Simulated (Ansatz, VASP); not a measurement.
# One calculation of Zn, two programs

File INCAR:

```
ALGO = Normal ; EDIFF = 1E-7
ENCUT = 520 ; GGA = PE
ISIF = 2 ; ISMEAR = 0
LASPH = True ; LCHARG = False
LREAL = False ; LWAVE = False
NBANDS = 12 ; NELM = 60
PREC = Accurate ; SIGMA = 0.15
```

Contents of KPOINTS:

```
k-points
0
Gamma
  20 20 20
```

Contents of POSCAR:

```
Zn
1.0
    0.0000000000      2.0630148000      1.9647760000
    2.0630148000      0.0000000000      1.9647760000
    2.0630148000      2.0630148000      0.0000000000
Zn
1
Direct
    0.0000000000      0.0000000000      0.0000000000
```

Input for Ansatz:

```yaml
crystal:
  lattice:
    - [0.0, 2.0630148, 1.964776]
    - [2.0630148, 0.0, 1.964776]
    - [2.0630148, 2.0630148, 0.0]
  atoms:
    - { symbol: Zn, position: [0.0, 0.0, 0.0] }
basis:
  ecutwfc: 420
kpoints:
  mp_grid: { grid: [20, 20, 20] }
hamiltonian:
  xc: pbe
scf:
  occupations: { method: gaussian, width: 0.15 }
output:
  forces: true
  stress: true
  eigenvalues: true
```

Change from the starting cell: strain +0.050 along x and y, +0.000 along z, atoms carried along.

Alike in both runs: task single point; functional PBE; k mesh 20 × 20 × 20; occupations gaussian, width 0.15 eV; no spin polarisation.

```csv
,VASP,Ansatz
version,VASP 6.6.1,Ansatz 0.2.0
potentials or method,"VASP PAW PBE potentials, release 64 (Zn), cutoff 520 eV","scalar-relativistic, plane waves, PAW"
valence electrons in the cell,12,12
```

|  | VASP | Ansatz | Ansatz less VASP |
| --- | --- | --- | --- |
| gap on the k mesh at the Fermi level (eV) | none | none | - |
| pressure (GPa) | -5.0 | -5.2 | -0.20 |
| traceless stress, the component that is largest in VASP (GPa) | 1.26 | 1.26 | -0.004 |

A gap of «none» marks a metal or a gap that the smearing closes. With one functional, cell and mesh, what is left measures potentials, basis and numerics.
